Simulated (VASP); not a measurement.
Wanted: the native input for a VASP 6.6.1 run.

```yaml
Task: relaxation of cell and atoms
Functional: PBE
Potentials_or_basis: VASP PAW PBE potentials, release 64 (Zr_sv)
Cutoff: 600 eV
k_mesh: 9 × 9 × 5
Occupations: fermi-dirac, width 0.05 eV
Spin: no spin polarisation
Dipole_correction: no
Further_INCAR_settings: ALGO = Normal; EDIFF = 1e-06; IBRION = 2; EDIFFG = -0.005; NSW = 80; ISIF = 3
```

The structure of Zr lies in POSCAR:

```
Zr
1.0
    3.2320000000      0.0000000000      0.0000000000
   -1.6160000000      2.7989941050      0.0000000000
    0.0000000000      0.0000000000      5.1470000000
Zr
2
Direct
    0.6666666667      0.3333333333      0.7500000000
    0.3333333333      0.6666666667      0.2500000000
```

These files were run (other wordings do the same):

INCAR

```
PREC = Accurate
ENCUT = 600
EDIFF = 1E-6
ISMEAR = -1
SIGMA = 0.05
LREAL = False
LASPH = True
NELM = 60
ALGO = Normal
ISIF = 3
LWAVE = False
LCHARG = False
GGA = PE
IBRION = 2
NSW = 80
EDIFFG = -0.005
```

KPOINTS

```
regular mesh
0
Gamma
  9 9 5
```

Potentials or basis: VASP PAW PBE potentials, release 64 (Zr_sv).

Run with:

```sh
$ cat potpaw_PBE.64/Zr_sv/POTCAR > POTCAR
$ mpirun -np 1 vasp_std > vasp.out
```

Results of the run:

The relaxed volume is 23.39 Å³/atom and the relaxed cell is a = 3.228 Å, b = 3.228 Å, c = 5.183 Å, α = 90.00°, β = 90.00°, γ = 120.00°. The space group after relaxing (to 0.1 Å) is P6_3/mmc (No. 194), the energy gained by relaxing is 0.5 meV/atom and the ionic steps are 5. The pressure after relaxing is 0.0 GPa and the band gap on the k mesh is zero (bands 12 and 13 overlap by 1.14 eV).

Run time: 47 s on 1 thread of Intel(R) Xeon(R) 6975P-C (Granite Rapids), on a shared host, peak memory 0.19 GiB.
